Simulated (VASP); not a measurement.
The system is Sb.

```xyz
4
Lattice="4.5873 0.0000 0.0000 0.0000 4.4793 0.0000 -1.3379 0.0000 6.4481" Properties=species:S:1:pos:R:3 pbc="T T T"
Sb    0.6447    1.1198    4.4084
Sb    3.2761    3.3595    4.9183
Sb   -0.0267    1.1198    1.5298
Sb    2.6047    3.3595    2.0397
```

This cell differs from its parent crystal: volume scaled by 1.04.

Base run:

- Program: VASP 6.6.1
- Functional: PBEsol
- Potentials or basis: VASP PAW PBE potentials, release 64 (Sb)
- Cutoff: 520 eV
- k mesh: 6 × 6 × 4
- Occupations: fermi-dirac, width 0.05 eV
- Spin: no spin polarisation

Its results: band gap on the k mesh zero (band 10 reaches 5.99 eV, above the bottom of band 11 at 5.57 eV); pressure -3.8 GPa; largest force 0.314 eV/Å.

Q: The run is repeated on the same cell with these changes: functional from PBEsol to LDA; potentials or basis from VASP PAW PBE potentials, release 64 (Sb) to VASP PAW LDA potentials, release 64 (Sb). What comes out?

A: Band gap on the k mesh zero (band 10 reaches 5.96 eV, above the bottom of band 11 at 5.56 eV); pressure -4.8 GPa; largest force 0.396 eV/Å.

Caveats: spin-orbit coupling is left out, which moves the levels of the heavy elements; the PAW data sets were made with another functional, which shifts forces and pressure a little (some runs).
